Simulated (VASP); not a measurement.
The system is Nb.

```xyz
2
Lattice="3.0488 0.0000 0.0000 -1.5244 2.6404 0.0000 0.0000 0.0000 4.9484" Properties=species:S:1:pos:R:3 pbc="T T T"
Nb    0.0000    1.7603    1.2371
Nb    1.5244    0.8801    3.7113
```

| Quantity | Value |
| --- | --- |
| Program | VASP 6.6.1 |
| Task | relaxation of cell and atoms |
| Functional | PBE |
| Potentials or basis | VASP PAW PBE potentials, release 64 (Nb_sv) |
| Cutoff | 600 eV |
| k mesh | 6 × 6 × 4 |
| Occupations | gaussian, width 0.1 eV |
| Spin | no spin polarisation |

At the start: pressure -9.8 GPa; volume 19.92 Å³/atom.

Problem. How do energy, volume and symmetry change on relaxing?

Solution. Over 11 steps the energy falls by 130.4 meV/atom and the volume is 18.47 Å³/atom (-7.3 %); space group P6_3/mmc (No. 194, to 0.05 Å).

The path:
```csv
step,energy change (eV),largest force (eV/Å),pressure (GPa),volume (Å³)
1,0.0000,0.0000,-9.80,39.84
2,0.0883,0.0000,21.41,33.20
3,-0.1069,0.0000,1.28,36.87
4,-0.2006,0.0000,2.00,36.53
5,-0.0510,0.0000,12.67,35.13
6,-0.2461,0.0000,3.31,36.20
7,-0.2495,0.0000,4.08,36.05
8,-0.2234,0.0000,-6.12,38.58
9,-0.2606,0.0000,0.09,36.93
10,-0.2606,0.0000,0.20,36.90
11,-0.2609,0.0000,-0.03,36.95
```

Final structure:
```xyz
2
Lattice="2.8369 0.0000 0.0000 -1.4184 2.4568 0.0000 0.0000 0.0000 5.3011" Properties=species:S:1:pos:R:3 pbc="T T T"
Nb    0.0000    1.6379    1.3253
Nb    1.4184    0.8189    3.9758
```

Caveat: the k points lie up to 0.43 Å⁻¹ apart in the final cell.
